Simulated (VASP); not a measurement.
Runs of VASP 6.6.1 on CoC. The structure is that of space group Fm-3m (No. 225), or close to it. The cells are those of the table. 

```tsv
task	cell	k mesh	cutoff (eV)	gap on the mesh (eV)	pressure (GPa)	moment (μB)
single point	a = 2.818 Å, angles 60.0°, 2 atoms	8 × 8 × 8	520	none	0.9	0.49
relaxation of cell and atoms	relaxed from a = 2.935 Å, angles 60.0°, 2 atoms	8 × 8 × 8	600	none	-0.1	0.49
single point	a = 2.935 Å, angles 60.0°, 2 atoms	8 × 8 × 8	520	none	(a)	0.58
single point	a = 2.817 Å, angles 60.0°, 2 atoms	24 × 24 × 24	520	none	1.0	(b)
```

Alike in all rows: level r2SCAN; potentials or basis VASP PAW PBE potentials, release 64 (Co, C); spin collinear, ferromagnetic start; smearing gaussian 0.1 eV.

**Question.** Estimate the missing entries.

**Answer.** (a) -29.7; (b) 0.43.

Caveats: the PAW data sets were made with another functional, which shifts forces and pressure a little; the cell stands under tension (at least some runs).

A gap of «none» marks levels without a gap at the run's occupations.
